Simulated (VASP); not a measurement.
# Ga2SeS3 (P-4m2) in VASP: relaxation of cell and atoms with PBE

Aim: the relaxation of cell and atoms of Ga2SeS3 with PBE.

All numbers are computed with VASP 6.6.1; they aren't measurements. Logs are shortened: lines on timing, memory, paths and dates and some standing lists are left out, and cuts for length are marked.

## (1) The cell of the first run

It takes space group P-4m2 (No. 115, tetragonal). The conventional cell has a = 3.736 Å, b = 3.736 Å, c = 8.379 Å, α = 90.00°, β = 90.00°, γ = 90.00°. Within 3.8 Å of Ga (site symmetry 2mm) lie 7 S at 2.83 to 2.92 Å and 2 Se at 2.90 Å and 4 Ga at 3.74 Å. Within 3.5 Å of Se (site symmetry -4m2) lie 4 S at 2.64 Å and 4 Ga at 2.90 Å. Within 3.8 Å of S (site symmetry 2mm) lie 5 Ga at 2.83 to 2.92 Å and 10 S at 3.26 to 3.74 Å and 2 Se at 3.74 Å. Within 3.5 Å of S (site symmetry -4m2) lie 4 Se at 2.64 Å and 4 Ga at 2.90 Å.

The cell was built from a structure type or drawn by symmetry, and may not be a known phase.

## (2) Relaxation of cell and atoms, PBE

Input file INCAR:

```
ALGO     = Normal         # electronic algorithm
EDIFF    = 1E-7           # SCF threshold, eV
EDIFFG   = -0.08          # ionic threshold
ENCUT    = 500            # plane-wave cutoff, eV
GGA      = PE             # functional
GGA_COMPAT= F            
IBRION   = 2              # ionic algorithm
ISIF     = 3              # what is computed and relaxed
ISMEAR   = 0              # smearing method
LASPH    = T              # aspherical terms in the spheres
LCHARG   = F              # write CHGCAR
LREAL    = F              # projectors in reciprocal space
LWAVE    = F              # write WAVECAR
NELM     = 120            # most SCF steps
NELMIN   = 4            
NSW      = 36             # ionic steps
PREC     = Accurate       # precision mode
SIGMA    = 0.15           # smearing width, eV
```

Input file KPOINTS:

```
k-points
0
Gamma
  3 3 2
```

Input file POSCAR:

```
Ga2SeS3
1.0
    3.7356897400      0.0000000000      0.0000000000
    0.0000000000      3.7356897400      0.0000000000
    0.0000000000      0.0000000000      8.3786011000
Ga Se S
2 1 3
Direct
    0.5000000000      0.0000000000      0.7344790700
    0.0000000000      0.5000000000      0.2655209300
    0.5000000000      0.5000000000      0.0000000000
    0.5000000000      0.0000000000      0.3861632900
    0.0000000000      0.5000000000      0.6138367100
    0.0000000000      0.0000000000      0.0000000000
```

Potentials or basis: VASP PAW PBE potentials, release 64 (Ga_d, Se, S).

Run with:

```
$ cat potpaw_PBE.64/Ga_d/POTCAR potpaw_PBE.64/Se/POTCAR potpaw_PBE.64/S/POTCAR > POTCAR
$ mpirun -np 1 vasp_std > vasp.out
```

OUTCAR:

```text
EDIFF = 1E-7
   EDIFFG = -0.08
   ENCUT = 500
   GGA = PE
   IBRION = 2
   ISIF = 3
   ISMEAR = 0
   LASPH = T
   LREAL = F
   NELM = 120
   NELMIN = 4
   NSW = 36
   PREC = Accurate

 ion  position               nearest neighbor table
   1  0.500  0.000  0.734-   5 2.83   5 2.83   5 2.83   5 2.83
   2  0.000  0.500  0.266-   4 2.83   4 2.83   4 2.83   4 2.83
   3  0.500  0.500  0.000-   6 2.64   6 2.64   6 2.64   6 2.64
   4  0.500  0.000  0.386-   2 2.83   2 2.83   2 2.83   2 2.83
   5  0.000  0.500  0.614-   1 2.83   1 2.83   1 2.83   1 2.83
   6  0.000  0.000  0.000-   3 2.64   3 2.64   3 2.64   3 2.64

  LATTYP: Found a simple tetragonal cell.
 ALAT       =     3.7356897400
 C/A-ratio  =     2.2428525073

  Lattice vectors:

 A1 = (   3.7356897400,   0.0000000000,   0.0000000000)
 A2 = (   0.0000000000,   3.7356897400,   0.0000000000)
 A3 = (   0.0000000000,   0.0000000000,   8.3786011000)

Analysis of symmetry for initial positions (statically):
=====================================================================
 Subroutine PRICEL returns:
 Original cell was already a primitive cell.

 Routine SETGRP: Setting up the symmetry group for a
 simple tetragonal supercell.

 Subroutine GETGRP returns: Found  8 space group operations
 (whereof  8 operations were pure point group operations)
 out of a pool of 16 trial point group operations.

The static configuration has the point symmetry D_2d.

Analysis of symmetry for dynamics (positions and initial velocities):
=====================================================================
 Subroutine PRICEL returns:
 Original cell was already a primitive cell.

 Routine SETGRP: Setting up the symmetry group for a
 simple tetragonal supercell.

 Subroutine GETGRP returns: Found  8 space group operations
 (whereof  8 operations were pure point group operations)
 out of a pool of 16 trial point group operations.

The dynamic configuration has the point symmetry D_2d.

 Subroutine INISYM returns: Found  8 space group operations
 (whereof  8 operations are pure point group operations),
 and found     1 'primitive' translations

----------------------------------------------------------------------------------------

                                     Primitive cell

  volume of cell :     116.9265

[... 67 lines left out ...]
 SYSTEM =  unknown system
   PREC   = accura    normal or accurate (medium, high low for compatibility)
   ISTART =      0    job   : 0-new  1-cont  2-samecut
   ICHARG =      2    charge: 1-file 2-atom 10-const
   ISPIN  =      1    spin polarized calculation?
   LNONCOLLINEAR =      F non collinear calculations
   LSORBIT =      F    spin-orbit coupling
   LASPH  =      T    aspherical Exc in radial PAW
   ENCUT  =  500.0 eV  36.75 Ry    6.06 a.u.   6.81  6.81 15.28*2*pi/ulx,y,z
   NELM   =    120;   NELMIN=  4; NELMDL= -5     # of ELM steps
   EDIFF  = 0.1E-06   stopping-criterion for ELM
   LREAL  =      F    real-space projection
   EDIFFG = -.8E-01   stopping-criterion for IOM
   NSW    =     36    number of steps for IOM
   IBRION =      2    ionic relax: 0-MD 1-quasi-New 2-CG
   NFREE  =      1    steps in history (QN), initial steepest desc. (CG)
   ISIF   =      3    stress and relaxation
   ISYM   =      2    0-nonsym 1-usesym 2-fastsym
   POTIM  = 0.5000    time-step for ionic-motion
   TEBEG  =    0.0;   TEEND  =   0.0 temperature during run
   PSTRESS=    0.0 pullay stress
   NELECT =      50.0000    total number of electrons
   NUPDOWN=      -1.0000    fix difference up-down
   EMIN   =  10.00;   EMAX   =-10.00  energy-range for DOS
   EFERMI =   0.00;   METHOD = LEGACY
   ISMEAR =     0;   SIGMA  =   0.15  broadening in eV -4-tet -1-fermi 0-gaus
   EFERMI_NEDOS =   21; number of points for ismear=-14 and -15
   IALGO  =     38    algorithm
   IMIX   =      4    mixing-type and parameters
     AMIX     =   0.40;   BMIX     =  1.00
     AMIX_MAG =   1.60;   BMIX_MAG =  1.00
  volume/ion in A,a.u.               =      19.49       131.51
  Fermi-wavevector in a.u.,A,eV,Ry     =   1.233371  2.330734 20.697243  1.521204
  Thomas-Fermi vector in A             =   2.368104
   LORBIT       =      0    0 simple, 1 ext, 2 COOP (PROOUT), +10 PAW based schemes
   GGA     = PE    functional components
   LHFCALC =     F    Hartree Fock is set to
   AEXX    =    0.0000 exact exchange contribution
   IVDW    =     0    specifies the selected vdW correction
   LEPSILON=     F    determine dielectric tensor
   LRPA    =     F    only Hartree local field effects (RPA)
 conjugate gradient relaxation of ions
 non-spin polarized calculation
 Gauss-broadening in eV      SIGMA  =   0.15
  energy-cutoff  :      500.00
  volume of cell :      116.93
 maximum number of plane-waves:      2982
 NGX is ok and might be reduce to    28
   NGX = 13   NGY = 13   NGZ = 31

--------------------------------------- Ionic step        1  -------------------------------------------

 number of electron      49.9999991 magnetization

 Free energy of the ion-electron system (eV)
  ---------------------------------------------------
  ext. energy  EPLUGINS =         0.00000000
  ---------------------------------------------------
  free energy    TOTEN  =       -20.24506904 eV

  energy without entropy =      -20.17630588  energy(sigma->0) =      -20.21068746

------------------------ aborting loop because EDIFF is reached ----------------------------------------

  FORCE on cell =-STRESS in cart. coord.  units (eV):
  Direction    XX          YY          ZZ          XY          YZ          ZX
  --------------------------------------------------------------------------------------
  -------------------------------------------------------------------------------------
  Total       -3.2228355     -3.2228355     -0.4029569      0.0000000     -0.0000000      0.0000000
  in kB      -44.1606654    -44.1606654     -5.5214869      0.0000000     -0.0000000      0.0000000
  external PRESSURE =     -31.2809392 kB  Pullay stress =       0.0000000 kB
[... 309 lines left out ...]
     29       9.3909      0.00000
     30       9.7930      0.00000

[... ionic steps 4 to 18 ...]

--------------------------------------- Ionic step       19  -------------------------------------------

 number of electron      50.0000009 magnetization

------------------------ aborting loop because EDIFF is reached ----------------------------------------
[... 280 lines left out ...]
--------------------------------------- Ionic step       21  -------------------------------------------

 number of electron      49.9999988 magnetization

 Free energy of the ion-electron system (eV)
  ---------------------------------------------------
  ext. energy  EPLUGINS =         0.00000000
  ---------------------------------------------------
  free energy    TOTEN  =       -22.25437274 eV

  energy without entropy =      -22.18169950  energy(sigma->0) =      -22.21803612

 E-fermi :   4.2292     XC(G=0):  -9.6735

 val. band max:        4.1812766611   @ k =   0.3333   0.3333   0.5000
 cond. band min:       4.2343940590   @ k =   0.3333   0.3333   0.0000
 fundamental gap:      0.0531173979
 Fermi energy:         4.2291576053
[... 229 lines left out ...]
  FREE ENERGIE OF THE ION-ELECTRON SYSTEM (eV)
  ---------------------------------------------------
  free  energy   TOTEN  =       -22.2543727442 eV

  energy  without entropy=      -22.1816994970  energy(sigma->0) =      -22.21803612

 reached required accuracy - stopping structural energy minimisation
```

OSZICAR:

```text
N       E                     dE             d eps       ncg     rms          rms(c)
DAV:   1     0.433169543011E+03    0.43317E+03   -0.22355E+04   372   0.218E+03
DAV:   2     0.370105040361E+02   -0.39616E+03   -0.38452E+03   424   0.547E+02
DAV:   3    -0.175152832472E+02   -0.54526E+02   -0.52917E+02   408   0.148E+02
[... 267 lines left out ...]
DAV:   5    -0.222543801410E+02    0.98943E-03   -0.17526E-03   488   0.380E-01    0.631E-02
DAV:   6    -0.222543742651E+02    0.58759E-05   -0.31429E-04   402   0.164E-01    0.195E-02
DAV:   7    -0.222543728345E+02    0.14307E-05   -0.19765E-05   548   0.467E-02    0.632E-03
DAV:   8    -0.222543727627E+02    0.71762E-07   -0.25968E-06   480   0.131E-02    0.257E-03
DAV:   9    -0.222543727442E+02    0.18527E-07   -0.17821E-07   322   0.278E-03
  21 F= -.22254373E+02 E0= -.22218036E+02  d E =-.573646E-02
```

Run time: 8.7 min. Hardware: 1 thread of Intel Xeon Platinum 8559C (Emerald Rapids), shared host; peak memory 0.24 GiB.

Results:

```
Free energy                           : -22.2544 eV
Relaxed volume                        : 21.26 Å³/atom
Relaxed cell                          : a = 3.587 Å, b = 3.587 Å, c = 9.912 Å, α = 90.00°, β = 90.00°, γ = 90.00°
Space group after relaxing (to 0.1 Å) : P-4m2 (No. 115)
Energy gained by relaxing             : 334.9 meV/atom
Ionic steps                           : 21
Pressure after relaxing               : 0.3 GPa
Largest force after relaxing          : 0.023 eV/Å
Band gap on the k mesh                : zero (bands 25 and 26 overlap by 0.07 eV)
```

Forces in eV/Å, atoms in the order of the input:
```
Ga   0.000  0.000 -0.023
Ga   0.000  0.000  0.023
Se   0.000  0.000  0.000
S    0.000  0.000 -0.020
S    0.000  0.000  0.020
S    0.000  0.000  0.000
```

Step by step:
```csv
step,energy change (eV),largest force (eV/Å),pressure (GPa),volume (Å³)
1,0.0000,1.5250,-3.13,116.93
2,-0.4121,1.6864,-0.35,110.59
3,-0.7183,1.3417,9.11,99.60
4,-0.7350,1.5252,6.41,101.93
5,-0.9623,1.2093,6.18,102.83
6,-1.3547,0.6212,6.69,105.47
7,-1.5405,0.4144,8.43,110.57
8,-1.8448,0.7693,-0.92,122.97
9,-1.8506,0.7216,0.04,121.30
10,-1.8850,0.6339,0.04,121.18
11,-1.9542,0.3093,0.24,120.78
12,-1.8685,0.6970,1.60,119.95
13,-1.9645,0.1397,0.40,120.60
14,-1.9651,0.0749,0.47,120.54
15,-1.9779,0.0658,0.32,121.79
16,-1.9967,0.1447,-0.04,125.52
17,-1.9975,0.1635,-0.10,126.39
18,-2.0024,0.1121,0.33,126.29
19,-2.0036,0.0713,0.67,126.21
20,-2.0054,0.0593,0.58,126.54
21,-2.0093,0.0228,0.32,127.53
```

Final structure:
```xyz
6
Lattice="3.5870 0.0000 0.0000 0.0000 3.5870 0.0000 0.0000 0.0000 9.9119" Properties=species:S:1:pos:R:3 pbc="T T T"
Ga    1.7935    0.0000    6.1496
Ga    0.0000    1.7935    3.7624
Se    1.7935    1.7935    0.0000
S     1.7935    0.0000    3.5955
S     0.0000    1.7935    6.3164
S     0.0000    0.0000    0.0000
```

Caveat: the k points lie up to 0.58 Å⁻¹ apart in the final cell; a cell axis changed by over 15 % at a fixed basis, so the end point is rough.
